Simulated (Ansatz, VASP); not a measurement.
## One calculation of In, two programs

The input INCAR:

```
ALGO = Fast ; EDIFF = 1E-7
ENCUT = 520 ; GGA = PE
ISIF = 2 ; ISMEAR = 0
LASPH = True ; LCHARG = False
LREAL = False ; LWAVE = False
NBANDS = 34 ; NELM = 80
PREC = Accurate ; SIGMA = 0.1
```

Contents of KPOINTS:

```
k-points
0
Gamma
  12 12 4
```

The input POSCAR:

```
In
1.0
    3.3638438630      0.0000000000      0.0000000000
   -1.6819219315      2.9131742397      0.0000000000
    0.0000000000      0.0000000000     10.7997083600
In
4
Direct
    0.0154470678      0.0308941356      0.0000000000
    0.3333333300      0.6666666700      0.2500000000
    0.0000000000      0.0000000000      0.5000000000
    0.6666666700      0.3333333300      0.7500000000
```

Input for Ansatz:

```yaml
crystal:
  lattice:
    - [3.363843863, 0.0, 0.0]
    - [-1.6819219315, 2.9131742397, 0.0]
    - [0.0, 0.0, 10.79970836]
  atoms:
    - { symbol: In, position: [0.0154470678, 0.0308941356, 0.0] }
    - { symbol: In, position: [0.33333333, 0.66666667, 0.25] }
    - { symbol: In, position: [0.0, 0.0, 0.5] }
    - { symbol: In, position: [0.66666667, 0.33333333, 0.75] }
basis:
  ecutwfc: 420
kpoints:
  mp_grid: { grid: [12, 12, 4] }
hamiltonian:
  xc: pbe
scf:
  occupations: { method: gaussian, width: 0.1 }
output:
  forces: true
  stress: true
  eigenvalues: true
  populations: true
```

Change from the starting cell: one atom moved.

Alike in both runs: task single point; functional PBE; k mesh 12 × 12 × 4; occupations gaussian, width 0.1 eV; no spin polarisation.

|  | VASP | Ansatz |
| --- | --- | --- |
| version | VASP 6.6.1 | Ansatz 0.2.0 |
| potentials or method | VASP PAW PBE potentials, release 64 (In_d), cutoff 520 eV | scalar-relativistic, plane waves, PAW |
| valence electrons in the cell | 52 | 52 |

|  | VASP | Ansatz | Ansatz less VASP |
| --- | --- | --- | --- |
| gap on the k mesh at the Fermi level (eV) | none | none | - |
| pressure (GPa) | 1.5 | 1.5 | +0.06 |
| rms of the force components (eV/Å) | 0.006 | 0.006 | 0.0000 |

Atom by atom the forces differ by 0.000 eV/Å (rms over components). A gap of «none» marks a metal or a gap that the smearing closes.
